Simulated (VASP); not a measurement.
# Ba (P6/mmm) in VASP: a series of runs

The runs below take Ba through relaxation of shape and atoms at fixed volume, relaxation of cell and atoms, with PBE.

Program: VASP 6.6.1. These are calculated values, not measurements. Logs are shortened: lines on timing, memory, paths and dates and some standing lists are left out, and cuts for length are marked.

## 1. The cell of the first run

It takes space group P6/mmm (No. 191, hexagonal). Conventional cell: a = 4.113 Å, b = 4.113 Å, c = 3.821 Å, α = 90.00°, β = 90.00°, γ = 120.00°. Within 5.0 Å of Ba (site symmetry 6/mmm) lie 8 Ba at 3.82 to 4.11 Å.

This isn't the form of Ba at room conditions, which is bcc.

## 2. Relaxation of shape and atoms at fixed volume, PBE

Contents of INCAR:

```
SYSTEM = Ba
PREC = Accurate
ENCUT = 600
EDIFF = 1E-6
ISMEAR = -1
SIGMA = 0.08
LREAL = .FALSE.
LASPH = .TRUE.
NELM = 80
ALGO = Normal
ISIF = 4
LWAVE = .FALSE.
LCHARG = .FALSE.
GGA = PE
IBRION = 2
NSW = 50
EDIFFG = -0.005
```

Contents of KPOINTS:

```
Automatic mesh
0
G
  10 10 9
  0 0 0
```

Contents of POSCAR:

```
Ba
1.0
    4.1126997732      0.0000000000      0.0000000000
   -2.0563498866      3.5617024817      0.0000000000
    0.0000000000      0.0000000000      3.8208810744
Ba
1
Direct
    0.0000000000      0.0000000000      0.0000000000
```

Potentials or basis: VASP PAW PBE potentials, release 64 (Ba_sv).

Run with:

```
$ cat potpaw_PBE.64/Ba_sv/POTCAR > POTCAR
$ mpirun -np 1 vasp_std > vasp.out
```

OUTCAR:

```text
SYSTEM = Ba
   PREC = Accurate
   ENCUT = 600
   EDIFF = 1E-6
   ISMEAR = -1
   LREAL = .FALSE.
   LASPH = .TRUE.
   NELM = 80
   ISIF = 4
   GGA = PE
   IBRION = 2
   NSW = 50
   EDIFFG = -0.005

 ion  position               nearest neighbor table
   1  0.000  0.000  0.000-

  LATTYP: Found a hexagonal cell.
 ALAT       =     4.1126997732
 C/A-ratio  =     0.9290444927

  Lattice vectors:

 A1 = (   4.1126997732,   0.0000000000,   0.0000000000)
 A2 = (  -2.0563498866,   3.5617024817,   0.0000000000)
 A3 = (   0.0000000000,   0.0000000000,   3.8208810744)

Analysis of symmetry for initial positions (statically):
=====================================================================
 Subroutine PRICEL returns:
 Original cell was already a primitive cell.

 Routine SETGRP: Setting up the symmetry group for a
 hexagonal supercell.

 Subroutine GETGRP returns: Found 24 space group operations
 (whereof 24 operations were pure point group operations)
 out of a pool of 24 trial point group operations.

The static configuration has the point symmetry D_6h.

Analysis of symmetry for dynamics (positions and initial velocities):
=====================================================================
 Subroutine PRICEL returns:
 Original cell was already a primitive cell.

 Routine SETGRP: Setting up the symmetry group for a
 hexagonal supercell.

 Subroutine GETGRP returns: Found 24 space group operations
 (whereof 24 operations were pure point group operations)
 out of a pool of 24 trial point group operations.

The dynamic configuration has the point symmetry D_6h.

 Subroutine INISYM returns: Found 24 space group operations
 (whereof 24 operations are pure point group operations),
 and found     1 'primitive' translations

----------------------------------------------------------------------------------------

                                     Primitive cell

  volume of cell :      55.9691

  direct lattice vectors                    reciprocal lattice vectors
     4.112699773  0.000000000  0.000000000     0.243149283  0.140382304  0.000000000
    -2.056349887  3.561702482  0.000000000     0.000000000  0.280764608  0.000000000
     0.000000000  0.000000000  3.820881074     0.000000000  0.000000000  0.261719740

  length of vectors
     4.112699773  4.112699773  3.820881074     0.280764608  0.280764608  0.261719740

  position of ions in fractional coordinates (direct lattice)
     0.000000000  0.000000000  0.000000000
[... 92 lines left out ...]
   EFERMI_NEDOS =   21; number of points for ismear=-14 and -15
   IALGO  =     38    algorithm
   IMIX   =      4    mixing-type and parameters
     AMIX     =   0.40;   BMIX     =  1.00
     AMIX_MAG =   1.60;   BMIX_MAG =  1.00
  volume/ion in A,a.u.               =      55.97       377.70
  Fermi-wavevector in a.u.,A,eV,Ry     =   0.922059  1.742439 11.567579  0.850193
  Thomas-Fermi vector in A             =   2.047544
   LORBIT       =      0    0 simple, 1 ext, 2 COOP (PROOUT), +10 PAW based schemes
   GGA     = PE    functional components
   LHFCALC =     F    Hartree Fock is set to
   AEXX    =    0.0000 exact exchange contribution
   IVDW    =     0    specifies the selected vdW correction
   LEPSILON=     F    determine dielectric tensor
   LRPA    =     F    only Hartree local field effects (RPA)
 conjugate gradient relaxation of ions
 non-spin polarized calculation
  energy-cutoff  :      600.00
  volume of cell :       55.97
 maximum number of plane-waves:      1883
 NGX is ok and might be reduce to    36
   NGX = 17   NGY = 17   NGZ = 15

--------------------------------------- Ionic step        1  -------------------------------------------

 number of electron      10.0000000 magnetization

 Free energy of the ion-electron system (eV)
  ---------------------------------------------------
  ext. energy  EPLUGINS =         0.00000000
  ---------------------------------------------------
  free energy    TOTEN  =        -1.71917337 eV

  energy without entropy =       -1.69548336  energy(sigma->0) =       -1.70732836

------------------------ aborting loop because EDIFF is reached ----------------------------------------

  FORCE on cell =-STRESS in cart. coord.  units (eV):
  Direction    XX          YY          ZZ          XY          YZ          ZX
  --------------------------------------------------------------------------------------
  -------------------------------------------------------------------------------------
  Total        0.4159084      0.4159084      0.3726063      0.0000000     -0.0000000     -0.0000000
  in kB       11.9058413     11.9058413     10.6662715      0.0000000     -0.0000000     -0.0000000
  external PRESSURE =      11.4926514 kB  Pullay stress =       0.0000000 kB
[... 57 lines left out ...]
--------------------------------------- Ionic step        3  -------------------------------------------

 number of electron      10.0000000 magnetization

 Free energy of the ion-electron system (eV)
  ---------------------------------------------------
  ext. energy  EPLUGINS =         0.00000000
  ---------------------------------------------------
  free energy    TOTEN  =        -1.71921670 eV

  energy without entropy =       -1.69553468  energy(sigma->0) =       -1.70737569

 E-fermi :   2.1025     XC(G=0):  -7.7877

 val. band max:        2.0581610973   @ k =   0.4000   0.0000   0.3333
 cond. band min:       2.1251334532   @ k =   0.4000   0.1000   0.3333
 fundamental gap:      0.0669723559
 Fermi energy:         2.1024596917

 k-point     1 :       0.0000    0.0000    0.0000
  band No.  band energies     occupation
      1     -26.8770      2.00000
      2     -11.6973      2.00000
      3     -11.6973      2.00000
      4     -11.6313      2.00000
      5      -0.6612      2.00000
      6       2.1282      0.84026
      7       3.9027      0.00000
      8       3.9027      0.00000
      9       7.4744      0.00000
[... 265 lines left out ...]
 k-point    24 :       0.4000    0.1000    0.1111
  band No.  band energies     occupation
      1     -26.7927      2.00000
      2     -12.3829      2.00000
      3     -11.8990      2.00000
      4     -11.6610      2.00000
      5       1.3900      1.99973
      6       2.7304      0.00078
      7       3.1467      0.00000
      8       5.2096      0.00000
      9       6.0630      0.00000

 [... further k-points ...]

------------------------ aborting loop because EDIFF is reached ----------------------------------------

  FORCE on cell =-STRESS in cart. coord.  units (eV):
  Direction    XX          YY          ZZ          XY          YZ          ZX
  --------------------------------------------------------------------------------------
  -------------------------------------------------------------------------------------
  Total        0.4013075      0.4013075      0.4007558      0.0000000      0.0000000     -0.0000000
  in kB       11.4878748     11.4878748     11.4720806      0.0000000      0.0000000     -0.0000000
  external PRESSURE =      11.4826100 kB  Pullay stress =       0.0000000 kB
[... 16 lines left out ...]
  FREE ENERGIE OF THE ION-ELECTRON SYSTEM (eV)
  ---------------------------------------------------
  free  energy   TOTEN  =        -1.7192166998 eV

  energy  without entropy=       -1.6955346809  energy(sigma->0) =       -1.70737569

 reached required accuracy - stopping structural energy minimisation
```

CONTCAR:

```text
Ba
   1.00000000000000
     4.1167196001920203    0.0000000000000000   -0.0000000000000000
    -2.0583598000960102    3.5651837539922080   -0.0000000000000000
     0.0000000000000000   -0.0000000000000000    3.8134228146816787
  Ba
     1
Direct
     0.0000000000000000    0.0000000000000000    0.0000000000000000

  0.00000000E+00  0.00000000E+00  0.00000000E+00
```

It took 26 s on 1 thread of Intel Xeon 6975P-C (Granite Rapids), shared host; peak memory 0.22 GiB.

Results:

- Free energy: -1.7192 eV
- Energy gained by relaxing: 0.0 meV/atom
- Ionic steps: 3
- Pressure after relaxing: 1.1 GPa
- Band gap on the k mesh: zero (bands 5 and 6 overlap by 0.59 eV)

Final structure:
```cif
data_structure
_symmetry_space_group_name_H-M 'P 1'
_symmetry_Int_Tables_number 1
_cell_length_a 4.1167
_cell_length_b 4.1167
_cell_length_c 3.8134
_cell_angle_alpha 90.000
_cell_angle_beta 90.000
_cell_angle_gamma 120.000
_cell_volume 55.97
loop_
_atom_site_label
_atom_site_type_symbol
_atom_site_fract_x
_atom_site_fract_y
_atom_site_fract_z
_atom_site_occupancy
Ba1 Ba 0.00000 0.00000 0.00000 1
```

Levels at points of the mesh, in eV from the Fermi level:
```tsv
k point	band 1	band 2	band 3	band 4	band 5	band 6	band 7	band 8	band 9
(0.00, 0.00, 0.00)	-28.98	-13.80	-13.80	-13.73	-2.76	0.03	1.80	1.80	5.37
(0.50, 0.00, 0.00)	-28.90	-14.54	-13.97	-13.65	-1.03	0.48	1.33	3.00	4.85
```

Caveat: spin-orbit coupling is left out, which moves the levels of the heavy elements.

## 3. Relaxation of cell and atoms, PBE

This run uses another cell than the first one, of 65.98 Å³/atom.

Contents of INCAR:

```
SYSTEM = Ba
PREC     = Accurate       ! precision mode
ENCUT    = 600            ! plane-wave cutoff, eV
EDIFF    = 1E-7           ! SCF threshold, eV
ISMEAR   = -1             ! smearing method
SIGMA    = 0.08           ! smearing width, eV
LREAL    = .False.        ! projectors in reciprocal space
LASPH    = .True.         ! aspherical terms in the spheres
NELM     = 60             ! most SCF steps
ALGO     = Normal         ! electronic algorithm
ISIF     = 3              ! what is computed and relaxed
LWAVE    = .False.        ! write WAVECAR
LCHARG   = .False.        ! write CHGCAR
GGA      = PE             ! functional
IBRION   = 2              ! ionic algorithm
NSW      = 60             ! ionic steps
EDIFFG   = -0.005         ! ionic threshold
```

Contents of KPOINTS:

```
regular mesh
0
Gamma
  10 10 9
  0 0 0
```

Contents of POSCAR:

```
Ba
1.0
    4.3276344886      0.0000000000      0.0000000000
   -2.1638172443      3.7478414054      0.0000000000
    0.0000000000      0.0000000000      4.0679764193
Ba
1
Direct
    0.0000000000      0.0000000000      0.0000000000
```

Potentials or basis: VASP PAW PBE potentials, release 64 (Ba_sv).

Run with:

```
$ cat potpaw_PBE.64/Ba_sv/POTCAR > POTCAR
$ mpirun -np 1 vasp_std > vasp.out
```

OUTCAR:

```text
SYSTEM = Ba
   PREC = Accurate
   ENCUT = 600
   EDIFF = 1E-7
   ISMEAR = -1
   LREAL = .False.
   LASPH = .True.
   NELM = 60
   ISIF = 3
   GGA = PE
   IBRION = 2
   NSW = 60
   EDIFFG = -0.005

 ion  position               nearest neighbor table
   1  0.000  0.000  0.000-

  LATTYP: Found a hexagonal cell.
 ALAT       =     4.3276344886
 C/A-ratio  =     0.9400000000

  Lattice vectors:

 A1 = (   4.3276344886,   0.0000000000,   0.0000000000)
 A2 = (  -2.1638172443,   3.7478414054,   0.0000000000)
 A3 = (   0.0000000000,   0.0000000000,   4.0679764193)

Analysis of symmetry for initial positions (statically):
=====================================================================
 Subroutine PRICEL returns:
 Original cell was already a primitive cell.

[... 326 lines left out ...]

 k-point     1 :       0.0000    0.0000    0.0000
  band No.  band energies     occupation
      1     -27.4386      2.00000
      2     -12.3551      2.00000
      3     -12.3551      2.00000
      4     -12.3075      2.00000
      5      -1.0438      2.00000
      6       1.7811      0.44459
      7       3.3760      0.00000
      8       3.3760      0.00000
      9       6.4589      0.00000
[... 265 lines left out ...]
 k-point    24 :       0.4000    0.1000    0.1111
  band No.  band energies     occupation
      1     -27.3866      2.00000
      2     -12.8370      2.00000
      3     -12.4973      2.00000
      4     -12.3295      2.00000
      5       0.9923      1.99963
      6       2.1845      0.00368
      7       2.5695      0.00003
      8       4.4587      0.00000
      9       5.2689      0.00000

 [... further k-points ...]

------------------------ aborting loop because EDIFF is reached ----------------------------------------

  FORCE on cell =-STRESS in cart. coord.  units (eV):
  Direction    XX          YY          ZZ          XY          YZ          ZX
  --------------------------------------------------------------------------------------
  -------------------------------------------------------------------------------------
  Total       -0.0043744     -0.0043744      0.0026795      0.0000000      0.0000000      0.0000000
  in kB       -0.1112553     -0.1112553      0.0681485      0.0000000      0.0000000      0.0000000
  external PRESSURE =      -0.0514541 kB  Pullay stress =       0.0000000 kB
[... 16 lines left out ...]
  FREE ENERGIE OF THE ION-ELECTRON SYSTEM (eV)
  ---------------------------------------------------
  free  energy   TOTEN  =        -1.7424689934 eV

  energy  without entropy=       -1.7170086644  energy(sigma->0) =       -1.72973883

 reached required accuracy - stopping structural energy minimisation
```

OSZICAR:

```text
N       E                     dE             d eps       ncg     rms          rms(c)
DAV:   1     0.630693396439E+02    0.63069E+02   -0.45241E+03  1260   0.102E+03
DAV:   2     0.118223232562E+01   -0.61887E+02   -0.60954E+02  1532   0.156E+02
[... 45 lines left out ...]
DAV:   1    -0.174273428080E+01   -0.29169E-03   -0.10905E-02  1260   0.770E-01    0.656E-02
DAV:   2    -0.174252983298E+01    0.20445E-03   -0.34920E-04  1413   0.134E-01    0.331E-02
DAV:   3    -0.174246382618E+01    0.66007E-04   -0.30403E-04  1411   0.110E-01    0.745E-03
DAV:   4    -0.174246557466E+01   -0.17485E-05   -0.78583E-06  1484   0.178E-02    0.623E-03
DAV:   5    -0.174246694390E+01   -0.13692E-05   -0.42124E-07  1748   0.441E-03    0.423E-03
DAV:   6    -0.174246905120E+01   -0.21073E-05   -0.70211E-07  1707   0.878E-03    0.147E-03
DAV:   7    -0.174246899343E+01    0.57768E-07   -0.22643E-08   652   0.133E-03
   5 F= -.17424690E+01 E0= -.17297388E+01  d E =-.264558E-04
```

Run time: 62 s. Hardware: 1 thread of Intel Xeon 6975P-C (Granite Rapids), shared host; peak memory 0.24 GiB.

What came out:

| Item | Value |
| --- | --- |
| Free energy | -1.7425 eV |
| Relaxed volume | 62.99 Å³/atom |
| Relaxed cell | a = 4.279 Å, b = 4.279 Å, c = 3.972 Å, α = 90.00°, β = 90.00°, γ = 120.00° |
| Space group after relaxing (to 0.1 Å) | P6/mmm (No. 191) |
| Energy gained by relaxing | 3.8 meV/atom |
| Ionic steps | 5 |
| Pressure after relaxing | 0.0 GPa |
| Band gap on the k mesh | zero (bands 5 and 6 overlap by 0.39 eV) |

The path:
```csv
step,energy change (eV),largest force (eV/Å),pressure (GPa),volume (Å³)
1,0.0000,0.0000,-0.33,65.98
2,-0.0026,0.0000,-0.20,64.67
3,-0.0038,0.0000,-0.04,63.25
4,-0.0038,0.0000,-0.02,63.08
5,-0.0038,0.0000,-0.01,62.99
```

Final structure:
```
Ba
1.0
     4.27948    0.00000    0.00000
    -2.13974    3.70614    0.00000
     0.00000    0.00000    3.97183
Ba
1
Direct
  0.00000 0.00000 0.00000
```

Caveat: spin-orbit coupling is left out, which moves the levels of the heavy elements.

The gap in the log of VASP goes by the Fermi energy; the results here count the filled bands.